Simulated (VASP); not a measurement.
Write the native input for VASP 6.6.1 that does the following.

```yaml
Task: single point
Functional: PBEsol
Potentials_or_basis: VASP PAW PBE potentials, release 64 (O, Zn, Mg)
Cutoff: 520 eV
k_mesh: 1 × 1 × 1, shifted
Occupations: fermi-dirac, width 0.05 eV
Spin: no spin polarisation
Dipole_correction: no
Further_INCAR_settings: LREAL = Auto; ALGO = Normal; EDIFF = 1e-06; NBANDS = 316; ISYM = 0
```

The structure of MgZn15O16 lies in POSCAR:

```
MgZn15O16
1.0
    8.5245253443      0.0000000000      0.0000000000
    0.0000000000      8.5245253443      0.0000000000
    0.0000000000      0.0000000000      8.5245253443
O Zn Mg
32 30 2
Direct
    0.2497740000      0.0002090000      0.9999720000
    0.2496750000      0.0004280000      0.4998280000
    0.2501740000      0.4999230000      0.9984270000
    0.2502830000      0.5000730000      0.5015610000
    0.7495850000      0.0006590000      0.0001120000
    0.7496620000      0.0006200000      0.4997560000
    0.7494380000      0.5002950000      0.9999010000
    0.7497160000      0.5003920000      0.5001390000
    0.9996330000      0.2504080000      0.9999260000
    0.9995960000      0.2506120000      0.5001120000
    0.9993560000      0.7504590000      0.9985640000
    0.9995760000      0.7507570000      0.5014150000
    0.4998620000      0.2498690000      0.0000290000
    0.4999810000      0.2501650000      0.4998000000
    0.4998170000      0.7506530000      0.0000460000
    0.4997850000      0.7505270000      0.4998060000
    0.9995330000      0.0005150000      0.2499300000
    0.9997370000      0.9988550000      0.7498940000
    0.0000480000      0.5004820000      0.2500030000
    0.0020430000      0.5028690000      0.7502310000
    0.4999300000      0.0003320000      0.2501450000
    0.4993810000      0.9999770000      0.7496540000
    0.4995980000      0.5002930000      0.2498960000
    0.4981380000      0.5003040000      0.7498500000
    0.2497040000      0.2501870000      0.2499740000
    0.2498790000      0.2518900000      0.7501020000
    0.2496240000      0.7502310000      0.2498850000
    0.2472820000      0.7478150000      0.7497720000
    0.7498470000      0.2507240000      0.2499420000
    0.7498130000      0.2505740000      0.7499530000
    0.7497280000      0.7500970000      0.2500790000
    0.7512230000      0.7507020000      0.7500260000
    0.9996680000      0.0005270000      0.0000940000
    0.9997560000      0.0006290000      0.4997340000
    0.9997210000      0.5004760000      0.9999970000
    0.9998210000      0.5005770000      0.4999220000
    0.4996750000      0.0003950000      0.0000310000
    0.4996830000      0.0004650000      0.4998680000
    0.4999030000      0.5002150000      0.0001270000
    0.5000830000      0.5004080000      0.4997820000
    0.2497730000      0.2502360000      0.0000870000
    0.2498970000      0.2501670000      0.4997650000
    0.2496710000      0.7501440000      0.9998380000
    0.2497890000      0.7501880000      0.4999910000
    0.7497630000      0.2505190000      0.0001180000
    0.7496700000      0.2503780000      0.4998420000
    0.7495060000      0.7505920000      0.0000890000
    0.7494880000      0.7506190000      0.4998010000
    0.2497920000      0.0001720000      0.2499160000
    0.2497490000      0.0003090000      0.7499660000
    0.2498600000      0.5002560000      0.2500140000
    0.7495980000      0.0004600000      0.2499100000
    0.7494600000      0.0006940000      0.7499630000
    0.7497820000      0.5005140000      0.2500010000
    0.7498280000      0.5004540000      0.7500470000
    0.9997730000      0.2504700000      0.2500560000
    0.9996410000      0.2504500000      0.7499050000
    0.9997370000      0.7504670000      0.2500710000
    0.4997180000      0.2503360000      0.2498790000
    0.4998500000      0.2502520000      0.7499140000
    0.4996620000      0.7503350000      0.2499110000
    0.4996510000      0.7503370000      0.7499700000
    0.2502080000      0.4997780000      0.7499910000
    0.9992310000      0.7509360000      0.7499210000
```

The input as run:

INCAR

```
PREC     = Accurate       # precision mode
ENCUT    = 520            # plane-wave cutoff, eV
EDIFF    = 1E-6           # SCF threshold, eV
ISMEAR   = -1             # smearing method
SIGMA    = 0.05           # smearing width, eV
LREAL    = Auto         
LASPH    = T              # aspherical terms in the spheres
NELM     = 100            # most SCF steps
ALGO     = Normal         # electronic algorithm
ISIF     = 2              # what is computed and relaxed
LWAVE    = F              # write WAVECAR
LCHARG   = F              # write CHGCAR
GGA      = PS             # functional
NBANDS   = 316            # bands
ISYM     = 0
```

KPOINTS

```
Automatic mesh
0
Gamma
  1 1 1
  0.25 0.25 0.25
```

Potentials or basis: VASP PAW PBE potentials, release 64 (O, Zn, Mg).

Launch:

```bash
$ cat potpaw_PBE.64/O/POTCAR potpaw_PBE.64/Zn/POTCAR potpaw_PBE.64/Mg/POTCAR > POTCAR
$ mpirun -np 1 vasp_std > vasp.out
```

It gave:

The pressure is 1.1 GPa. The largest force is 0.047 eV/Å. The band gap on the k mesh is 2.39 eV.

Caveat: the PAW data sets were made with another functional, which shifts forces and pressure a little; a shifted mesh leaves out Γ, where band edges can lie.

Run time: 58 min on 1 thread of AMD EPYC 7R13, with other jobs on the host, peak memory 0.9 GiB.
